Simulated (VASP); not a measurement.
Write the native input for VASP 6.6.1 that does the following.

```yaml
Task: single point
Functional: PBE
Potentials_or_basis: VASP PAW PBE potentials, release 64 (Ga_d, N)
Cutoff: 520 eV
k_mesh: 11 × 11 × 11
Occupations: gaussian, width 0.02 eV
Spin: no spin polarisation
Dipole_correction: no
Further_INCAR_settings: ALGO = Normal; EDIFF = 1e-06; NBANDS = 16
```

The structure of GaN lies in POSCAR:

```
GaN
1.0
    0.0000000000      2.1352350000      2.1352350000
    2.1352350000      0.0000000000      2.1352350000
    2.1352350000      2.1352350000      0.0000000000
Ga N
1 1
Direct
    0.0000000000      0.0000000000      0.0000000000
    0.5000000000      0.5000000000      0.5000000000
```

These files were run (other wordings do the same):

INCAR

```
SYSTEM = GaN
PREC = Accurate
ENCUT = 520
EDIFF = 1E-6
ISMEAR = 0
SIGMA = 0.02
LREAL = .FALSE.
LASPH = .TRUE.
NELM = 60
ALGO = Normal
ISIF = 2
LWAVE = .FALSE.
LCHARG = .FALSE.
GGA = PE
NBANDS = 16
```

KPOINTS

```
regular mesh
0
G
  11 11 11
  0 0 0
```

Potentials or basis: VASP PAW PBE potentials, release 64 (Ga_d, N).

Run with:

```bash
$ cat potpaw_PBE.64/Ga_d/POTCAR potpaw_PBE.64/N/POTCAR > POTCAR
$ mpirun -np 1 vasp_std > vasp.out
```

Results of the run:

```json
{
 "Pressure": "0.4 GPa",
 "Band gap on the k mesh": "0.54 eV, indirect (least direct gap 2.37 eV)"
}
```

Wall time 12 s on 1 thread of Intel(R) Xeon(R) Platinum 8259CL CPU @ 2.50GHz (Skylake/Cascade Lake), with other jobs on the host, peak memory 0.15 GiB.
